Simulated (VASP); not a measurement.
**Zr: relaxation of cell and atoms with LDA**

Zr:

```xyz
1
Lattice="-1.7873 1.7873 1.7873 1.7873 -1.7873 1.7873 1.7873 1.7873 -1.7873" Properties=species:S:1:pos:R:3 pbc="T T T"
Zr    0.0000    0.0000    0.0000
```

```yaml
Program: VASP 6.6.1
Task: relaxation of cell and atoms
Functional: LDA
Potentials_or_basis: VASP PAW LDA potentials, release 64 (Zr_sv)
Cutoff: 600 eV
k_mesh: 16 × 16 × 16
Occupations: gaussian, width 0.1 eV
Spin: no spin polarisation
Dipole_correction: no
Further_INCAR_settings: ALGO = Normal; EDIFF = 1e-07; IBRION = 2; EDIFFG = -0.005; NSW = 70; ISIF = 3
```

The relaxed volume is 21.13 Å³/atom, the relaxed cell is a = 3.016 Å, b = 3.016 Å, c = 3.016 Å, α = 109.47°, β = 109.47°, γ = 109.47° and the space group after relaxing (to 0.05 Å) is Im-3m (No. 229). The energy gained by relaxing is 37.9 meV/atom. The ionic steps are 6 and the pressure after relaxing is 0.0 GPa. The band gap on the k mesh is zero (band 6 reaches 10.75 eV, above the bottom of band 7 at 8.87 eV).

Step by step:
| step | energy change (eV) | largest force (eV/Å) | pressure (GPa) | volume (Å³) |
| --- | --- | --- | --- | --- |
| 1 | 0.0000 | 0.0000 | -6.75 | 22.84 |
| 2 | -0.0110 | 0.0000 | 6.78 | 19.80 |
| 3 | -0.0379 | 0.0000 | -0.05 | 21.14 |
| 4 | -0.0379 | 0.0000 | 0.10 | 21.10 |
| 5 | -0.0379 | 0.0000 | -0.06 | 21.14 |
| 6 | -0.0379 | 0.0000 | 0.00 | 21.13 |

Final structure:
```cif
data_structure
_symmetry_space_group_name_H-M 'P 1'
_symmetry_Int_Tables_number 1
_cell_length_a 3.0163
_cell_length_b 3.0163
_cell_length_c 3.0163
_cell_angle_alpha 109.471
_cell_angle_beta 109.471
_cell_angle_gamma 109.471
_cell_volume 21.13
loop_
_atom_site_label
_atom_site_type_symbol
_atom_site_fract_x
_atom_site_fract_y
_atom_site_fract_z
_atom_site_occupancy
Zr1 Zr 0.00000 0.00000 0.00000 1
```

Levels at points of the mesh, in eV from the Fermi level:
```tsv
k point	band 3	band 4	band 5	band 6	band 7	band 8	band 9	band 10
(0.00, 0.00, 0.00)	-25.51	-25.51	-5.47	1.14	1.14	1.14	3.90	3.90
(0.50, 0.00, 0.00)	-25.93	-25.53	-3.06	-0.87	2.13	3.94	4.68	7.09
(0.50, 0.50, 0.50)	-26.42	-26.42	-2.95	-2.95	6.30	6.30	6.30	8.19
```

Run time: 100 s on 1 thread of Intel(R) Xeon(R) Platinum 8488C (Sapphire Rapids), with other jobs on the host, peak memory 0.18 GiB.

LDA usually gives volumes a few per cent too small. Zero-point motion and thermal expansion aren't in these numbers.
